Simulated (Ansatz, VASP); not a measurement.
**Two plane-wave programs on Pb**

INCAR

```
SYSTEM = Pb
PREC     = Accurate       ! precision mode
ENCUT    = 520            ! plane-wave cutoff, eV
EDIFF    = 1E-7           ! SCF threshold, eV
ISMEAR   = -1             ! smearing method
SIGMA    = 0.05           ! smearing width, eV
LREAL    = .FALSE.        ! projectors in reciprocal space
LASPH    = .TRUE.         ! aspherical terms in the spheres
NELM     = 100            ! most SCF steps
ALGO     = Normal         ! electronic algorithm
ISIF     = 2              ! what is computed and relaxed
LWAVE    = .FALSE.        ! write WAVECAR
LCHARG   = .FALSE.        ! write CHGCAR
GGA      = PE             ! functional
NBANDS   = 21             ! bands
```

KPOINTS

```
Automatic mesh
0
G
  14 14 8
  0 0 0
```

File POSCAR:

```
Pb
1.0
    3.1421241478      0.0000000000      0.0000000000
   -1.5710620739      2.7211593338      0.0000000000
    0.0000000000      0.0000000000      5.2111845008
Pb
2
Direct
    0.3333333333      0.6666666667      0.2500000000
    0.6666666667      0.3333333333      0.7500000000
```

Input for Ansatz:

```yaml
crystal:
  lattice:
    - [3.1421241478, 0.0, 0.0]
    - [-1.5710620739, 2.7211593338, 0.0]
    - [0.0, 0.0, 5.2111845008]
  atoms:
    - { symbol: Pb, position: [0.3333333333, 0.6666666667, 0.25] }
    - { symbol: Pb, position: [0.6666666667, 0.3333333333, 0.75] }
kpoints:
  mp_grid: { grid: [14, 14, 8] }
scf:
  occupations: { method: fermi_dirac, width: 0.05 }
hamiltonian:
  xc: pbe
  pseudopotentials: { kind: paw }
output:
  forces: true
  stress: true
  eigenvalues: true
  populations: true
```

Change from the starting cell: volume scaled by 0.7, PAW files.

Alike in both runs: task single point; functional PBE; k mesh 14 × 14 × 8; occupations fermi-dirac, width 0.05 eV; no spin polarisation.

|  | VASP | Ansatz |
| --- | --- | --- |
| version | VASP 6.6.1 | Ansatz 0.2.0 |
| potentials or method | VASP PAW PBE potentials, release 64 (Pb_d) | PAW with Ansatz's default frozen-core files, scalar-relativistic |
| plane-wave cutoff (eV) | 520 | 420 |
| valence electrons in the cell | 28 | 28 |

```csv
,VASP,Ansatz,Ansatz less VASP
pressure (GPa),33.8,33.9,+0.10
"traceless stress, the component that is largest in VASP (GPa)",0.17,0.17,0.000
```

Both programs put the cell under a high pressure, so it lies far from rest at this level.

Neither program's run includes spin-orbit coupling.
